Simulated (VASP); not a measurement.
## InP: electric field gradients with PBEsol

InP:

```
CELL_PARAMETERS angstrom
0.00000 2.79672 2.79672
2.79672 0.00000 2.79672
2.79672 2.79672 0.00000
ATOMIC_POSITIONS crystal
In 0.00000 0.00000 0.00000
P 0.50000 0.50000 0.50000
```

This cell differs from its parent crystal: volume scaled by 0.94.

| Quantity | Value |
| --- | --- |
| Program | VASP 6.6.1 |
| Task | electric field gradients |
| Functional | PBEsol |
| Potentials or basis | VASP PAW PBE potentials, release 64 (In_d, P) |
| Cutoff | 520 eV |
| k mesh | 11 × 11 × 11 |
| Occupations | fermi-dirac, width 0.03 eV |
| Spin | no spin polarisation |
| Dipole correction | no |
| Further INCAR settings | ALGO = Normal; EDIFF = 1e-08; NBANDS = 16 |

The pressure is -5.2 GPa and the band gap on the k mesh is zero (band 9 reaches 6.88 eV, above the bottom of band 10 at 4.34 eV).

Levels at points of the mesh, in eV from the Fermi level:
| k point | band 6 | band 7 | band 8 | band 9 | band 10 | band 11 | band 12 | band 13 |
| --- | --- | --- | --- | --- | --- | --- | --- | --- |
| (0.00, 0.00, 0.00) | -11.79 | -0.23 | -0.23 | -0.23 | 0.26 | 7.07 | 7.07 | 7.07 |

Wall time 47 s on 1 thread of Intel(R) Xeon(R) Platinum 8259CL CPU @ 2.50GHz (Skylake/Cascade Lake), on a shared host, peak memory 0.18 GiB.

Caveat: without QUAD_EFG the Cq values of the log hold for a quadrupole moment of 1 mb, not for the nuclei; the PAW data sets were made with another functional, which shifts forces and pressure a little; spin-orbit coupling is left out, which moves the levels of the heavy elements.
